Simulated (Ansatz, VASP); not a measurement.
Two plane-wave programs on Ba

```
CELL_PARAMETERS angstrom
-2.51000 2.51000 2.51000
2.51000 -2.51000 2.51000
2.51000 2.51000 -2.51000
ATOMIC_POSITIONS crystal
Ba 0.00000 0.00000 0.00000
```

Alike in both runs: task single point; functional PBE; k mesh 23 × 23 × 23; no spin polarisation.

```csv
,VASP,Ansatz
version,VASP 6.6.1,Ansatz 0.2.0
potentials or method,"VASP PAW PBE potentials, release 64 (Ba_sv)","plane-wave PAW, scalar-relativistic"
plane-wave cutoff (eV),520,420
occupations,"methfessel-paxton of order 1, width 0.1 eV","cold, width 0.1 eV"
valence electrons in the cell,10,10
```

```tsv
	VASP	Ansatz	Ansatz less VASP
pressure (GPa)	0.0	0.0	-0.05
```

Neither program's run includes spin-orbit coupling.
